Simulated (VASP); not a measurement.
# Mg (Fd-3m) in VASP: a series of runs, part 2 of 2

VASP 6.6.1. Earlier steps stand in the parts before.

### 4 Density of states, PBE (volume scaled by 0.6)

POSCAR reads:

```
Mg
1.0
    0.0000000000      2.8959328265      2.8959328265
    2.8959328265      0.0000000000      2.8959328265
    2.8959328265      2.8959328265      0.0000000000
Mg
2
Direct
   -0.1250000000     -0.1250000000     -0.1250000000
    0.1250000000      0.1250000000      0.1250000000
```

INCAR.step1 reads:

```
SYSTEM = Mg
PREC = Accurate
ENCUT = 520
EDIFF = 1E-6
ISMEAR = -1
SIGMA = 0.1
LREAL = .False.
LASPH = .True.
NELM = 60
ALGO = Normal
ISIF = 2
LWAVE = .False.
LCHARG = .True.
GGA = PE
NBANDS = 9
```

KPOINTS.step1 reads:

```
regular mesh
0
Gamma
  12 12 12
  0 0 0
```

INCAR.step2 reads:

```
SYSTEM = Mg
PREC = Accurate
ENCUT = 520
EDIFF = 1E-6
ISMEAR = -5
SIGMA = 0.1
LREAL = .False.
LASPH = .True.
NELM = 60
ALGO = Normal
ISIF = 2
LWAVE = .False.
LCHARG = .False.
GGA = PE
LORBIT = 11
NBANDS = 9
NEDOS = 1001
ICHARG = 11
```

KPOINTS.step2 reads:

```
regular mesh
0
Gamma
  18 18 18
  0 0 0
```

Potentials or basis: VASP PAW PBE potentials, release 64 (Mg).

Run with:

```sh
> cat potpaw_PBE.64/Mg/POTCAR > POTCAR
> cp INCAR.step1 INCAR
> cp KPOINTS.step1 KPOINTS
> mpirun -np 1 vasp_std > vasp.out
> cp INCAR.step2 INCAR
> cp KPOINTS.step2 KPOINTS
> mpirun -np 1 vasp_std > vasp.out
```

OUTCAR:

```text
SYSTEM = Mg
   PREC = Accurate
   ENCUT = 520
   EDIFF = 1E-6
   ISMEAR = -5
   LREAL = .False.
   LASPH = .True.
   NELM = 60
   ISIF = 2
   GGA = PE
   LORBIT = 11
   ICHARG = 11

 ion  position               nearest neighbor table
   1  0.875  0.875  0.875-   2 2.51   2 2.51   2 2.51   2 2.51
   2  0.125  0.125  0.125-   1 2.51   1 2.51   1 2.51   1 2.51

  LATTYP: Found a face centered cubic cell.
 ALAT       =     5.7918656530

  Lattice vectors:

 A1 = (   0.0000000000,   2.8959328265,   2.8959328265)
 A2 = (   2.8959328265,   0.0000000000,   2.8959328265)
 A3 = (   2.8959328265,   2.8959328265,   0.0000000000)

Analysis of symmetry for initial positions (statically):
=====================================================================
 Subroutine PRICEL returns:
 Original cell was already a primitive cell.

 Routine SETGRP: Setting up the symmetry group for a
 face centered cubic supercell.

 Subroutine GETGRP returns: Found 48 space group operations
 (whereof 12 operations were pure point group operations)
 out of a pool of 48 trial point group operations.

The static configuration has the point symmetry D_3d.
 The point group associated with its full space group is O_h .

Analysis of symmetry for dynamics (positions and initial velocities):
=====================================================================
 Subroutine PRICEL returns:
 Original cell was already a primitive cell.

 Routine SETGRP: Setting up the symmetry group for a
 face centered cubic supercell.

 Subroutine GETGRP returns: Found 48 space group operations
 (whereof 12 operations were pure point group operations)
 out of a pool of 48 trial point group operations.

The dynamic configuration has the point symmetry D_3d.
 The point group associated with its full space group is O_h .

 Subroutine INISYM returns: Found 48 space group operations
 (whereof 12 operations are pure point group operations),
 and found     1 'primitive' translations

----------------------------------------------------------------------------------------
[... 122 lines left out ...]
   AEXX    =    0.0000 exact exchange contribution
   IVDW    =     0    specifies the selected vdW correction
   LEPSILON=     F    determine dielectric tensor
   LRPA    =     F    only Hartree local field effects (RPA)
 non-spin polarized calculation
 Fermi weights with tetrahedron method with Bloechl corrections
  energy-cutoff  :      520.00
  volume of cell :       48.57
 maximum number of plane-waves:      1326

 number of electron       4.0000000 magnetization

 Free energy of the ion-electron system (eV)
  ---------------------------------------------------
  ext. energy  EPLUGINS =         0.00000000
  ---------------------------------------------------
  free energy    TOTEN  =        -0.47241594 eV

  energy without entropy =       -0.47241594  energy(sigma->0) =       -0.47241594

 E-fermi :   2.1735     XC(G=0):  -8.1911

 val. band max:        2.2300725360   @ k =   0.4444   0.3333   0.0556
 cond. band min:       2.1047022610   @ k =  -0.2222   0.2778   0.0556
 fundamental gap:     -0.1253702750
 Fermi energy:         2.1735124291

 k-point     1 :       0.0000    0.0000    0.0000
  band No.  band energies     occupation
      1      -4.4831      2.00000
      2       6.8187      0.00000
      3       6.8187      0.00000
      4       6.8187      0.00000
      5       7.7157      0.00000
      6       7.7157      0.00000
      7       7.7157      0.00000
      8      10.8437      0.00000
      9      10.8437      0.00000
[... 265 lines left out ...]
 k-point    24 :      -0.2222    0.0556    0.0000
  band No.  band energies     occupation
      1      -3.6837      2.00000
      2       2.9343     -0.05136
      3       5.3051      0.00000
      4       6.3314      0.00000
      5       8.0814      0.00000
      6       8.5854      0.00000
      7       8.6166      0.00000
      8       9.8478      0.00000
      9      10.5257      0.00000

 [... further k-points ...]
[... 5 lines left out ...]
  --------------------------------------------------------------------------------------
  -------------------------------------------------------------------------------------
  Total        4.5179483      4.5179483      4.5179483      0.0000000      0.0000000      0.0000000
  in kB      149.0240620    149.0240620    149.0240620      0.0000000      0.0000000      0.0000000
  external PRESSURE =     149.0240620 kB  Pullay stress =       0.0000000 kB

 VOLUME and BASIS-vectors are now :
 -----------------------------------------------------------------------------
  energy-cutoff  :      520.00
  volume of cell :       48.57
      direct lattice vectors                 reciprocal lattice vectors
     0.000000000  2.895932827  2.895932827    -0.172655939  0.172655939  0.172655939
     2.895932827  0.000000000  2.895932827     0.172655939 -0.172655939  0.172655939
     2.895932827  2.895932827  0.000000000     0.172655939  0.172655939 -0.172655939

 POSITION                                       TOTAL-FORCE (eV/Angst)
 -----------------------------------------------------------------------------------
      5.06788      5.06788      5.06788         0.000000      0.000000      0.000000
      0.72398      0.72398      0.72398        -0.000000     -0.000000     -0.000000
 -----------------------------------------------------------------------------------
    total drift:                               -0.000000     -0.000000     -0.000000

  FREE ENERGIE OF THE ION-ELECTRON SYSTEM (eV)
  ---------------------------------------------------
  free  energy   TOTEN  =        -0.4724159365 eV

  energy  without entropy=       -0.4724159365  energy(sigma->0) =       -0.47241594

 total charge

# of ion       s       p       d       tot
------------------------------------------
    1        0.304   0.138   0.011   0.453
    2        0.304   0.138   0.011   0.453
--------------------------------------------------
tot          0.608   0.277   0.022   0.906
```

OSZICAR.step1:

```text
N       E                     dE             d eps       ncg     rms          rms(c)
DAV:   1     0.236151865220E+01    0.23615E+01   -0.12748E+03  1304   0.317E+02
DAV:   2    -0.463318595871E+00   -0.28248E+01   -0.27312E+01  1781   0.274E+01
DAV:   3    -0.507300180390E+00   -0.43982E-01   -0.43524E-01  1680   0.292E+00
DAV:   4    -0.507452413144E+00   -0.15223E-03   -0.15222E-03  1650   0.161E-01
DAV:   5    -0.507453058716E+00   -0.64557E-06   -0.64552E-06  1617   0.102E-02    0.554E-01
DAV:   6    -0.494290483774E+00    0.13163E-01   -0.34655E-03  1531   0.195E-01    0.351E-01
DAV:   7    -0.486127166164E+00    0.81633E-02   -0.10409E-02  1442   0.333E-01    0.303E-02
DAV:   8    -0.486155045780E+00   -0.27880E-04   -0.19248E-04  1527   0.692E-02    0.440E-03
DAV:   9    -0.486155472212E+00   -0.42643E-06   -0.93736E-07  1720   0.488E-03
   1 F= -.48615547E+00 E0= -.46881077E+00  d E =-.346894E-01
```

It took 83 s on 1 thread of AMD EPYC, shared host; peak memory 0.18 GiB.

What came out:

* Valence electrons inside the program's atomic spheres: Mg 0.45

Caveat: the cell differs from its parent crystal (volume scaled by 0.6); tetrahedron occupations give inexact forces and stress in metals.

### 5 Density of states, PBE

This run uses another cell than the first one, of 40.48 Å³/atom, 2.500 times its volume.

POSCAR reads:

```
Mg
1.0
    0.0000000000      3.4335080269      3.4335080269
    3.4335080269      0.0000000000      3.4335080269
    3.4335080269      3.4335080269      0.0000000000
Mg
2
Direct
   -0.1250000000     -0.1250000000     -0.1250000000
    0.1250000000      0.1250000000      0.1250000000
```

INCAR.step1 reads:

```
PREC     = Accurate       # precision mode
ENCUT    = 520            # plane-wave cutoff, eV
EDIFF    = 1E-7           # SCF threshold, eV
ISMEAR   = -1             # smearing method
SIGMA    = 0.1            # smearing width, eV
LREAL    = F              # projectors in reciprocal space
LASPH    = T              # aspherical terms in the spheres
NELM     = 60             # most SCF steps
ALGO     = Normal         # electronic algorithm
ISIF     = 2              # what is computed and relaxed
LWAVE    = F              # write WAVECAR
LCHARG   = T              # write CHGCAR
GGA      = PE             # functional
NBANDS   = 9              # bands
```

KPOINTS.step1 reads:

```
regular mesh
0
Gamma
  12 12 12
```

INCAR.step2 reads:

```
PREC     = Accurate       # precision mode
ENCUT    = 520            # plane-wave cutoff, eV
EDIFF    = 1E-7           # SCF threshold, eV
ISMEAR   = -5             # smearing method
SIGMA    = 0.1            # smearing width, eV
LREAL    = F              # projectors in reciprocal space
LASPH    = T              # aspherical terms in the spheres
NELM     = 60             # most SCF steps
ALGO     = Normal         # electronic algorithm
ISIF     = 2              # what is computed and relaxed
LWAVE    = F              # write WAVECAR
LCHARG   = F              # write CHGCAR
GGA      = PE             # functional
LORBIT   = 10             # projections on sites
NEDOS    = 1001           # points of the DOS
ICHARG   = 11             # starting density
```

KPOINTS.step2 reads:

```
regular mesh
0
Gamma
  18 18 18
```

Run with:

```sh
> cat potpaw_PBE.64/Mg/POTCAR > POTCAR
> cp INCAR.step1 INCAR
> cp KPOINTS.step1 KPOINTS
> mpirun -np 1 vasp_std > vasp.out
> cp INCAR.step2 INCAR
> cp KPOINTS.step2 KPOINTS
> mpirun -np 1 vasp_std > vasp.out
```

Wall time 2.3 min (1 thread of AMD EPYC, shared host); peak memory 0.23 GiB.

Results (log left out):

- Valence electrons inside the program's atomic spheres: Mg 0.35

Levels at points of the mesh, in eV from the Fermi level:
| k point | band 1 | band 2 | band 3 | band 4 | band 5 | band 6 |
| --- | --- | --- | --- | --- | --- | --- |
| (0.00, 0.00, 0.00) | -4.95 | 3.15 | 3.15 | 3.15 | 4.22 | 4.22 |
| (0.50, 0.00, 0.00) | -3.23 | -1.91 | 2.29 | 2.29 | 3.79 | 4.34 |
| (0.50, 0.50, 0.00) | -2.07 | -2.07 | 0.95 | 0.95 | 2.42 | 2.42 |

Caveat: tetrahedron occupations give inexact forces and stress in metals.
